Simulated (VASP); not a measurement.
Here is a VASP 6.6.1 calculation.

The input POSCAR:

```
Mn
1.0
    0.0000000000      2.0300816303      2.0300816303
    2.0300816303      0.0000000000      2.0300816303
    2.0300816303      2.0300816303      0.0000000000
Mn
1
Direct
    0.0000000000      0.0000000000      0.0000000000
```

INCAR.step1

```
SYSTEM = Mn
ALGO     = Normal         ! electronic algorithm
EDIFF    = 1E-4           ! SCF threshold, eV
ENCUT    = 520            ! plane-wave cutoff, eV
GGA      = PE             ! functional
ISMEAR   = -1             ! smearing method
ISPIN    = 2              ! spin polarisation
LASPH    = .True.         ! aspherical terms in the spheres
LCHARG   = .False.        ! write CHGCAR
LMAXMIX  = 4              ! l up to which the mixer works
LREAL    = .False.        ! projectors in reciprocal space
LWAVE    = .True.         ! write WAVECAR
MAGMOM   = 3.802          ! initial moments
NBANDS   = 16             ! bands
NELM     = 150            ! most SCF steps
PREC     = Accurate       ! precision mode
SIGMA    = 0.05           ! smearing width, eV
```

The input INCAR.step2:

```
SYSTEM = Mn
ALGO     = Normal         ! electronic algorithm
EDIFF    = 1E-6           ! SCF threshold, eV
ENCUT    = 520            ! plane-wave cutoff, eV
ISIF     = 2              ! what is computed and relaxed
ISMEAR   = -1             ! smearing method
ISPIN    = 2              ! spin polarisation
ISTART   = 1            
LASPH    = .True.         ! aspherical terms in the spheres
LCHARG   = .True.         ! write CHGCAR
LELF     = .True.         ! ELF
LMAXMIX  = 4              ! l up to which the mixer works
LMIXTAU  = .True.       
LORBIT   = 11             ! projections on sites
LREAL    = .False.        ! projectors in reciprocal space
LVHAR    = .True.       
LWAVE    = .False.        ! write WAVECAR
MAGMOM   = 3.802          ! initial moments
METAGGA  = R2SCAN         ! meta-GGA
NBANDS   = 16             ! bands
NELM     = 150            ! most SCF steps
PREC     = Accurate       ! precision mode
SIGMA    = 0.05           ! smearing width, eV
```

KPOINTS

```
k-points
0
Gamma
  15 15 15
  0 0 0
```

Potentials or basis: VASP PAW PBE potentials, release 64 (Mn_pv).

Run with:

```bash
$ cat potpaw_PBE.64/Mn_pv/POTCAR > POTCAR
$ cp INCAR.step1 INCAR
$ mpirun -np 1 vasp_std > vasp.out
$ cp INCAR.step2 INCAR
$ mpirun -np 1 vasp_std > vasp.out
```

Q: Predict the net moment.

A: 3.95 μB per cell.

Q: What does it give for the site moments?

A: Mn +3.87 μB.

Q: Predict the pressure.

A: -4.9 GPa.

Caveat: the cell stands under tension; the PAW data sets were made with another functional, which shifts forces and pressure a little.
